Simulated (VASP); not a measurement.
Write the native input for VASP 6.6.1 that does the following.

```
Task                   : single point
Functional             : PBE
Potentials or basis    : VASP PAW PBE potentials, release 64 (Be, S)
Cutoff                 : 520 eV
k mesh                 : 6 × 6 × 6
Occupations            : gaussian, width 0.01 eV
Spin                   : no spin polarisation
Dipole correction      : no
Further INCAR settings : ALGO = Normal; EDIFF = 1e-06; NBANDS = 11
```

The structure of BeS lies in POSCAR:

```
BeS
1.0
    0.0000000000      2.4099631659      2.4099631659
    2.4099631659      0.0000000000      2.4099631659
    2.4099631659      2.4099631659      0.0000000000
Be S
1 1
Direct
    0.0000000000      0.0000000000      0.0000000000
    0.2500000000      0.2500000000      0.2500000000
```

This cell differs from its parent crystal: strain -1.0%.

One way to write it, as run:

INCAR

```
ALGO = Normal
EDIFF = 1E-6
ENCUT = 520
GGA = PE
ISIF = 2
ISMEAR = 0
LASPH = T
LCHARG = F
LREAL = F
LWAVE = F
NBANDS = 11
NELM = 80
PREC = Accurate
SIGMA = 0.01
```

KPOINTS

```
k-points
0
Gamma
  6 6 6
```

Potentials or basis: VASP PAW PBE potentials, release 64 (Be, S).

Launch:

```bash
$ cat potpaw_PBE.64/Be/POTCAR potpaw_PBE.64/S/POTCAR > POTCAR
$ mpirun -np 1 vasp_std > vasp.out
```

It gave:

```
Pressure               : 3.5 GPa
Band gap on the k mesh : 3.07 eV, indirect (least direct gap 5.66 eV)
```

Caveat: the cell differs from its parent crystal (strain -1.0%).

Wall time 8.3 s on 1 thread of Intel Xeon 8259CL, on a shared host, peak memory 0.14 GiB.
